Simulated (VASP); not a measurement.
A run of VASP 6.6.1:

The input INCAR:

```
  ALGO = Normal
  EDIFF = 1E-7
  ENCUT = 520
  GGA = PE
  ISIF = 2
  ISMEAR = 0
  LASPH = T
  LCHARG = F
  LREAL = F
  LWAVE = F
  NBANDS = 23
  NELM = 60
  PREC = Accurate
  SIGMA = 0.1
```

File KPOINTS:

```
k-points
0
Gamma
  4 4 4
```

File POSCAR:

```
Ca2Zr
1.0
    0.0000000000      3.9303671539      3.9303671539
    3.9303671539      0.0000000000      3.9303671539
    3.9303671539      3.9303671539      0.0000000000
Ca Zr
2 1
Direct
    0.2500000000      0.2500000000      0.2500000000
    0.7500000000      0.7500000000      0.7500000000
    0.0000000000      0.0000000000      0.0000000000
```

Potentials or basis: VASP PAW PBE potentials, release 64 (Ca_sv, Zr_sv).

Command:

```sh
$ cat potpaw_PBE.64/Ca_sv/POTCAR potpaw_PBE.64/Zr_sv/POTCAR > POTCAR
$ mpirun -np 1 vasp_std > vasp.out
```

Hardware: 1 thread of AMD EPYC 7R43 64-Core Processor (Zen 3), with other jobs on the host.

**Question.** Estimate the wall time of this run.

**Answer.** It took 24 s on 1 thread of AMD EPYC 7R43 64-Core Processor (Zen 3) (shared host), peak memory 0.22 GiB. Counts: scf iterations 14, k points 8.
